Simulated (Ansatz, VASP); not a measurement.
# One calculation of CdF2, two programs

Contents of INCAR:

```
SYSTEM = CdF2
ALGO = Normal ; EDIFF = 1E-6
ENCUT = 600 ; GGA = PE
GGA_COMPAT = .FALSE. ; ISIF = 2
ISMEAR = 0 ; LASPH = .TRUE.
LCHARG = .FALSE. ; LDAU = .TRUE.
LDAUJ = 0.81 0 ; LDAUL = 2 -1
LDAUPRINT = 1 ; LDAUTYPE = 1
LDAUU = 3.9 0 ; LREAL = .FALSE.
LWAVE = .FALSE. ; NBANDS = 20
NELM = 200 ; PREC = Accurate
SIGMA = 0.1
```

Contents of KPOINTS:

```
k-points
0
G
  6 6 6
  0 0 0
```

The input POSCAR:

```
CdF2
1.0
    0.0000000000      2.6940000000      2.6940000000
    2.6940000000      0.0000000000      2.6940000000
    2.6940000000      2.6940000000      0.0000000000
Cd F
1 2
Direct
    0.0000000000      0.0000000000      0.0000000000
    0.2500000000      0.2500000000      0.2500000000
    0.7500000000      0.7500000000      0.7500000000
```

Input for Ansatz:

```yaml
crystal:
  lattice:
    - [0.0, 2.694, 2.694]
    - [2.694, 0.0, 2.694]
    - [2.694, 2.694, 0.0]
  atoms:
    - { symbol: Cd, position: [0.0, 0.0, 0.0] }
    - { symbol: F, position: [0.25, 0.25, 0.25] }
    - { symbol: F, position: [0.75, 0.75, 0.75] }
basis: {}
kpoints:
  mp_grid: { grid: [6, 6, 6] }
hamiltonian:
  xc: pbe
  hubbard: { sites: [{ species: Cd, l: d, u: 3.9, j: 0.81 }] }
  pseudopotentials: { kind: paw, source: ansatz }
scf:
  occupations: { method: gaussian, width: 0.1 }
  convergence: { dr2_threshold: "1e-2 eV" }
output:
  forces: false
  stress: false
  eigenvalues: true
```

Alike in both runs: task single point; functional PBE; k mesh 6 × 6 × 6; occupations gaussian, width 0.1 eV; no spin polarisation; Hubbard terms Cd d U = 3.9 eV, J = 0.81 eV.

|  | VASP | Ansatz |
| --- | --- | --- |
| version | VASP 6.6.1 | Ansatz 0.2.0 |
| potentials or method | VASP PAW PBE potentials, release 64 (Cd, F) | scalar-relativistic, plane waves |
| plane-wave cutoff (eV) | 600 | 1050 |
| valence electrons in the cell | 26 | 34 |

Ansatz gave:

```
gap on the k mesh at the Fermi level (eV) : 3.21
least direct gap on the mesh (eV)         : 3.91
```

**Question.** Which values does VASP return?

**Answer.** gap on the k mesh at the Fermi level (eV): 3.28; least direct gap on the mesh (eV): 4.02.

The programs project onto different local orbitals, so the same U acts differently, and such runs can settle in different states. VASP's potentials hold 26 valence electrons a cell and Ansatz's 34, so a difference there can come from the potentials and not from the codes.
